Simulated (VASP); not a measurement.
The system is ZrC.

```
CELL_PARAMETERS angstrom
0.00000 2.36500 2.36500
2.36500 0.00000 2.36500
2.36500 2.36500 0.00000
ATOMIC_POSITIONS crystal
Zr 0.50000 0.50000 0.50000
C 0.00000 0.00000 0.00000
```

| Item | Value |
| --- | --- |
| Program | VASP 6.6.1 |
| Task | relaxation of cell and atoms |
| Functional | PBEsol |
| Potentials or basis | VASP PAW PBE potentials, release 64 (Zr_sv, C) |
| Cutoff | 600 eV |
| k mesh | 16 × 16 × 16 |
| Occupations | fermi-dirac, width 0.05 eV |
| Spin | no spin polarisation |

At the start: pressure -8.3 GPa; volume 13.23 Å³/atom.

Task: Where does the relaxation end?

Result: Over 3 steps the energy falls by 13.0 meV/atom and the volume is 12.75 Å³/atom (-3.6 %); space group Fm-3m (No. 225, to 0.05 Å).

Step by step:
```csv
step,energy change (eV),largest force (eV/Å),pressure (GPa),volume (Å³)
1,0.0000,0.0000,-8.26,26.46
2,0.0504,0.0000,16.72,23.93
3,-0.0260,0.0000,-0.15,25.49
```

Final structure:
```cif
data_structure
_symmetry_space_group_name_H-M 'P 1'
_symmetry_Int_Tables_number 1
_cell_length_a 3.3035
_cell_length_b 3.3035
_cell_length_c 3.3035
_cell_angle_alpha 60.000
_cell_angle_beta 60.000
_cell_angle_gamma 60.000
_cell_volume 25.49
loop_
_atom_site_label
_atom_site_type_symbol
_atom_site_fract_x
_atom_site_fract_y
_atom_site_fract_z
_atom_site_occupancy
Zr1 Zr 0.50000 0.50000 0.50000 1
C1 C 0.00000 0.00000 0.00000 1
```

Caveat: the PAW data sets were made with another functional, which shifts forces and pressure a little.
